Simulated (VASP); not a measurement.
# BaTiO3 (P4/mmm) in VASP: a series of runs

The runs below take BaTiO3 through single point, with PBE.

Program: VASP 6.6.1. These are calculated values, not measurements. Logs are shortened: lines on timing, memory, paths and dates and some standing lists are left out, and cuts for length are marked.

### 1 The cell of the first run

It takes space group P4/mmm (No. 123, tetragonal). Conventional cell: a = 4.366 Å, b = 4.366 Å, c = 3.406 Å, α = 90.00°, β = 90.00°, γ = 90.00°. Ba (site symmetry 4/mmm) has 12 O at 2.77 to 3.09 Å and 2 Ba at 3.41 Å and 8 Ti at 3.53 Å within 3.6 Å. Ti (site symmetry 4/mmm) has 6 O at 1.70 to 2.18 Å within 2.3 Å. Within 2.3 Å of O (site symmetry 4/mmm) lie 2 Ti at 1.70 Å. Within 2.9 Å of O (site symmetry mmm) lie 2 Ti at 2.18 Å and 4 Ba at 2.77 Å and 4 O at 2.77 Å.

### 2 Single point, PBE

Input file INCAR:

```
SYSTEM = BaTiO3
PREC = Accurate ; ENCUT = 520
EDIFF = 1E-6 ; ISMEAR = 0
SIGMA = 0.05 ; LREAL = .FALSE.
LASPH = .TRUE. ; NELM = 100
ALGO = Normal ; ISIF = 2
LWAVE = .FALSE. ; LCHARG = .TRUE.
GGA = PE ; LELF = .TRUE.
LVHAR = .TRUE. ; NBANDS = 28
```

Input file KPOINTS:

```
Automatic mesh
0
G
  8 8 8
  0 0 0
```

Input file POSCAR:

```
BaTiO3
1.0
    4.3662794332      0.0000000000      0.0000000000
    0.0000000000      4.3662794332      0.0000000000
    0.0000000000      0.0000000000      3.4057398672
Ba Ti O
1 1 3
Direct
    0.0000000000      0.0000000000      0.0000000000
    0.5000000000      0.5000000000      0.5000000000
    0.5000000000      0.5000000000      0.0000000000
    0.5000000000      0.0000000000      0.5000000000
    0.0000000000      0.5000000000      0.5000000000
```

Potentials or basis: VASP PAW PBE potentials, release 64 (Ba_sv, Ti_sv, O).

The run is started by

```
> cat potpaw_PBE.64/Ba_sv/POTCAR potpaw_PBE.64/Ti_sv/POTCAR potpaw_PBE.64/O/POTCAR > POTCAR
> mpirun -np 1 vasp_std > vasp.out
```

OUTCAR:

```text
SYSTEM = BaTiO3
   PREC = Accurate
   ENCUT = 520
   EDIFF = 1E-6
   ISMEAR = 0
   LREAL = .FALSE.
   LASPH = .TRUE.
   NELM = 100
   ISIF = 2
   GGA = PE

 ion  position               nearest neighbor table
   1  0.000  0.000  0.000-   4 2.77   5 2.77   4 2.77   5 2.77   5 2.77   5 2.77   4 2.77   4 2.77
                             3 3.09   3 3.09   3 3.09   3 3.09   2 3.53   2 3.53   2 3.53   2 3.53
   2  0.500  0.500  0.500-   3 1.70   3 1.70   5 2.18   4 2.18   4 2.18   5 2.18   1 3.53   1 3.53
                             1 3.53   1 3.53   1 3.53   1 3.53   1 3.53   1 3.53
   3  0.500  0.500  0.000-   2 1.70   2 1.70   1 3.09   1 3.09   1 3.09   1 3.09
   4  0.500  0.000  0.500-   2 2.18   2 2.18   1 2.77   1 2.77   1 2.77   1 2.77
   5  0.000  0.500  0.500-   2 2.18   2 2.18   1 2.77   1 2.77   1 2.77   1 2.77

  LATTYP: Found a simple tetragonal cell.
 ALAT       =     4.3662794332
 C/A-ratio  =     0.7800095984

  Lattice vectors:

 A1 = (   4.3662794332,   0.0000000000,   0.0000000000)
 A2 = (   0.0000000000,   4.3662794332,   0.0000000000)
 A3 = (   0.0000000000,   0.0000000000,   3.4057398672)

Analysis of symmetry for initial positions (statically):
=====================================================================
 Subroutine PRICEL returns:
 Original cell was already a primitive cell.

 Routine SETGRP: Setting up the symmetry group for a
 simple tetragonal supercell.

 Subroutine GETGRP returns: Found 16 space group operations
 (whereof 16 operations were pure point group operations)
 out of a pool of 16 trial point group operations.

The static configuration has the point symmetry D_4h.

Analysis of symmetry for dynamics (positions and initial velocities):
=====================================================================
 Subroutine PRICEL returns:
 Original cell was already a primitive cell.

 Routine SETGRP: Setting up the symmetry group for a
 simple tetragonal supercell.

 Subroutine GETGRP returns: Found 16 space group operations
 (whereof 16 operations were pure point group operations)
 out of a pool of 16 trial point group operations.

The dynamic configuration has the point symmetry D_4h.

 Subroutine INISYM returns: Found 16 space group operations
 (whereof 16 operations are pure point group operations),
 and found     1 'primitive' translations

----------------------------------------------------------------------------------------

                                     Primitive cell

  volume of cell :      64.9284

  direct lattice vectors                    reciprocal lattice vectors
     4.366279433  0.000000000  0.000000000     0.229027944  0.000000000  0.000000000
     0.000000000  4.366279433  0.000000000     0.000000000  0.229027944  0.000000000
     0.000000000  0.000000000  3.405739867     0.000000000  0.000000000  0.293621956

  length of vectors
     4.366279433  4.366279433  3.405739867     0.229027944  0.229027944  0.293621956

  position of ions in fractional coordinates (direct lattice)
     0.000000000  0.000000000  0.000000000
     0.500000000  0.500000000  0.500000000
     0.500000000  0.500000000  0.000000000
     0.500000000  0.000000000  0.500000000
     0.000000000  0.500000000  0.500000000

  ion indices of the primitive-cell ions
   primitive index   ion index
                 1           1
                 2           2
                 3           3
                 4           4
                 5           5

----------------------------------------------------------------------------------------

 KPOINTS: Automatic mesh

Automatic generation of k-mesh.
 Grid dimensions read from file:
 generate k-points for:    8    8    8

 Generating k-lattice:

  Cartesian coordinates                     Fractional coordinates (reciprocal lattice)
     0.028628493  0.000000000  0.000000000     0.125000000  0.000000000  0.000000000
     0.000000000  0.028628493  0.000000000     0.000000000  0.125000000  0.000000000
     0.000000000  0.000000000  0.036702744     0.000000000  0.000000000  0.125000000

  Length of vectors
     0.028628493  0.028628493  0.036702744

  Shift w.r.t. Gamma in fractional coordinates (k-lattice)
     0.000000000  0.000000000  0.000000000

 Subroutine IBZKPT returns following result:
 ===========================================

 Found     75 irreducible k-points:

 Following reciprocal coordinates:
            Coordinates               Weight
  0.000000  0.000000  0.000000      1.000000
  0.125000  0.000000  0.000000      4.000000
  0.250000  0.000000  0.000000      4.000000
  0.375000  0.000000  0.000000      4.000000
  0.500000  0.000000  0.000000      2.000000
  0.125000  0.125000  0.000000      4.000000
[... 16 lines left out ...]
  0.375000  0.125000  0.125000     16.000000
  0.500000  0.125000  0.125000      8.000000
 [... further k-points ...]
   k-points           NKPTS =     75   k-points in BZ     NKDIM =     75   number of bands    NBANDS=     28
   number of dos      NEDOS =    301   number of ions     NIONS =      5
   total plane-waves  NPLWV =  28672
   dimension x,y,z NGX =    32 NGY =   32 NGZ =   28
   dimension x,y,z NGXF=    64 NGYF=   64 NGZF=   56
   ions per type =               1   1   3
   NGX,Y,Z   is equivalent  to a cutoff of  12.18, 12.18, 13.67 a.u.
   NGXF,Y,Z  is equivalent  to a cutoff of  24.37, 24.37, 27.34 a.u.
 SYSTEM =  BaTiO3
   PREC   = accura    normal or accurate (medium, high low for compatibility)
   ISTART =      0    job   : 0-new  1-cont  2-samecut
   ICHARG =      2    charge: 1-file 2-atom 10-const
   ISPIN  =      1    spin polarized calculation?
   LNONCOLLINEAR =      F non collinear calculations
   LSORBIT =      F    spin-orbit coupling
   LASPH  =      T    aspherical Exc in radial PAW
   ENCUT  =  520.0 eV  38.22 Ry    6.18 a.u.   8.12  8.12  6.33*2*pi/ulx,y,z
   NELM   =    100;   NELMIN=  2; NELMDL= -5     # of ELM steps
   EDIFF  = 0.1E-05   stopping-criterion for ELM
   LREAL  =      F    real-space projection
   EDIFFG = 0.1E-04   stopping-criterion for IOM
   NSW    =      0    number of steps for IOM
   IBRION =     -1    ionic relax: 0-MD 1-quasi-New 2-CG
   NFREE  =      0    steps in history (QN), initial steepest desc. (CG)
   ISIF   =      2    stress and relaxation
   ISYM   =      2    0-nonsym 1-usesym 2-fastsym
   POTIM  = 0.5000    time-step for ionic-motion
   TEBEG  =    0.0;   TEEND  =   0.0 temperature during run
   PSTRESS=    0.0 pullay stress
   NELECT =      40.0000    total number of electrons
   NUPDOWN=      -1.0000    fix difference up-down
   EMIN   =  10.00;   EMAX   =-10.00  energy-range for DOS
   EFERMI =   0.00;   METHOD = LEGACY
   ISMEAR =     0;   SIGMA  =   0.05  broadening in eV -4-tet -1-fermi 0-gaus
   EFERMI_NEDOS =   21; number of points for ismear=-14 and -15
   IALGO  =     38    algorithm
   IMIX   =      4    mixing-type and parameters
     AMIX     =   0.40;   BMIX     =  1.00
     AMIX_MAG =   1.60;   BMIX_MAG =  1.00
  volume/ion in A,a.u.               =      12.99        87.63
  Fermi-wavevector in a.u.,A,eV,Ry     =   1.392996  2.632381 26.401274  1.940439
  Thomas-Fermi vector in A             =   2.516685
   LORBIT       =      0    0 simple, 1 ext, 2 COOP (PROOUT), +10 PAW based schemes
   GGA     = PE    functional components
   LHFCALC =     F    Hartree Fock is set to
   AEXX    =    0.0000 exact exchange contribution
   IVDW    =     0    specifies the selected vdW correction
   LEPSILON=     F    determine dielectric tensor
   LRPA    =     F    only Hartree local field effects (RPA)
 non-spin polarized calculation
 Gauss-broadening in eV      SIGMA  =   0.05
  energy-cutoff  :      520.00
  volume of cell :       64.93
 maximum number of plane-waves:      1776
   NGX = 17   NGY = 17   NGZ = 13

 number of electron      39.9999990 magnetization

 Free energy of the ion-electron system (eV)
  ---------------------------------------------------
  ext. energy  EPLUGINS =         0.00000000
  ---------------------------------------------------
  free energy    TOTEN  =       -37.82664437 eV

  energy without entropy =      -37.82664437  energy(sigma->0) =      -37.82664437

 E-fermi :   4.1916     XC(G=0): -11.1649

 val. band max:        3.9558655493   @ k =   0.0000   0.0000   0.0000
 cond. band min:       5.2300679998   @ k =   0.0000   0.0000   0.0000
 fundamental gap:      1.2742024504
 Fermi energy:         4.1915826406

 k-point     1 :       0.0000    0.0000    0.0000
  band No.  band energies     occupation
      1     -52.7892      2.00000
      2     -29.3685      2.00000
      3     -28.9555      2.00000
      4     -28.9555      2.00000
      5     -21.2749      2.00000
      6     -14.5034      2.00000
[... 20 lines left out ...]
     27      10.2415      0.00000
     28      11.5070      0.00000

 k-point     2 :       0.1250    0.0000    0.0000
  band No.  band energies     occupation
      1     -52.7892      2.00000
      2     -29.3684      2.00000
      3     -28.9581      2.00000
      4     -28.9554      2.00000
      5     -21.2656      2.00000
      6     -14.5109      2.00000
[... 20 lines left out ...]
     27      10.4510      0.00000
     28      11.5432      0.00000

 k-point     3 :       0.2500    0.0000    0.0000
  band No.  band energies     occupation
      1     -52.7891      2.00000
      2     -29.3683      2.00000
      3     -28.9643      2.00000
      4     -28.9552      2.00000
      5     -21.2430      2.00000
      6     -14.5308      2.00000
[... 20 lines left out ...]
     27      10.9222      0.00000
     28      11.6206      0.00000

 k-point     4 :       0.3750    0.0000    0.0000
  band No.  band energies     occupation
      1     -52.7890      2.00000
      2     -29.3681      2.00000
      3     -28.9704      2.00000
      4     -28.9549      2.00000
      5     -21.2201      2.00000
      6     -14.5532      2.00000
[... 20 lines left out ...]
     27      11.3460      0.00000
     28      11.6805      0.00000

 k-point     5 :       0.5000    0.0000    0.0000
  band No.  band energies     occupation
      1     -52.7890      2.00000
      2     -29.3681      2.00000
      3     -28.9730      2.00000
      4     -28.9548      2.00000
      5     -21.2106      2.00000
      6     -14.5632      2.00000
[... 20 lines left out ...]
     27      11.5147      0.00000
     28      11.6991      0.00000

 k-point     6 :       0.1250    0.1250    0.0000
  band No.  band energies     occupation
      1     -52.7892      2.00000
      2     -29.3684      2.00000
      3     -28.9581      2.00000
      4     -28.9578      2.00000
      5     -21.2568      2.00000
      6     -14.5157      2.00000
[... 463 lines left out ...]
      5     -21.2074      2.00000
      6     -14.2531      2.00000
[... 20 lines left out ...]
     27      10.9873      0.00000
     28      11.5513      0.00000

 k-point    22 :       0.2500    0.1250    0.1250
  band No.  band energies     occupation
      1     -52.7875      2.00000
      2     -29.4190      2.00000
      3     -28.9615      2.00000
      4     -28.9552      2.00000
      5     -21.1875      2.00000
      6     -14.2656      2.00000
[... 20 lines left out ...]
     27      11.3849      0.00000
     28      11.6053      0.00000

 k-point    23 :       0.3750    0.1250    0.1250
  band No.  band energies     occupation
      1     -52.7874      2.00000
      2     -29.4188      2.00000
      3     -28.9675      2.00000
      4     -28.9549      2.00000
      5     -21.1674      2.00000
      6     -14.2806      2.00000
[... 20 lines left out ...]
     27      11.6276      0.00000
     28      11.7963      0.00000

 k-point    24 :       0.5000    0.1250    0.1250
  band No.  band energies     occupation
      1     -52.7874      2.00000
      2     -29.4187      2.00000
      3     -28.9700      2.00000
      4     -28.9548      2.00000
      5     -21.1590      2.00000
      6     -14.2876      2.00000
[... 20 lines left out ...]
     27      11.6284      0.00000
     28      11.9342      0.00000

 [... further k-points ...]

------------------------ aborting loop because EDIFF is reached ----------------------------------------

  FORCE on cell =-STRESS in cart. coord.  units (eV):
  Direction    XX          YY          ZZ          XY          YZ          ZX
  --------------------------------------------------------------------------------------
  -------------------------------------------------------------------------------------
  Total       -3.5039237     -3.5039237     27.8009301      0.0000000      0.0000000      0.0000000
  in kB      -86.4630797    -86.4630797    686.0177982      0.0000000      0.0000000      0.0000000
  external PRESSURE =     171.0305463 kB  Pullay stress =       0.0000000 kB

 VOLUME and BASIS-vectors are now :
 -----------------------------------------------------------------------------
  energy-cutoff  :      520.00
  volume of cell :       64.93
      direct lattice vectors                 reciprocal lattice vectors
     4.366279433  0.000000000  0.000000000     0.229027944  0.000000000  0.000000000
     0.000000000  4.366279433  0.000000000     0.000000000  0.229027944  0.000000000
     0.000000000  0.000000000  3.405739867     0.000000000  0.000000000  0.293621956

 POSITION                                       TOTAL-FORCE (eV/Angst)
 -----------------------------------------------------------------------------------
      0.00000      0.00000      0.00000         0.000000      0.000000      0.000000
      2.18314      2.18314      1.70287         0.000000      0.000000      0.000000
      2.18314      2.18314      0.00000         0.000000      0.000000      0.000000
      2.18314      0.00000      1.70287         0.000000      0.000000      0.000000
      0.00000      2.18314      1.70287         0.000000      0.000000      0.000000
 -----------------------------------------------------------------------------------
    total drift:                                0.000000     -0.000000     -0.000000

  FREE ENERGIE OF THE ION-ELECTRON SYSTEM (eV)
  ---------------------------------------------------
  free  energy   TOTEN  =       -37.8266443685 eV

  energy  without entropy=      -37.8266443685  energy(sigma->0) =      -37.82664437
```

It took 3.1 min on 1 thread of Intel Xeon 8259CL, shared host; peak memory 0.27 GiB.

Results:

```
Free energy            : -37.8266 eV
Pressure               : 17.1 GPa
Band gap on the k mesh : 1.27 eV
```

Caveat: the cell stands under pressure; spin-orbit coupling is left out, which moves the levels of the heavy elements. A k mesh can miss the band edges.

(Continued in part 2 of 2.)
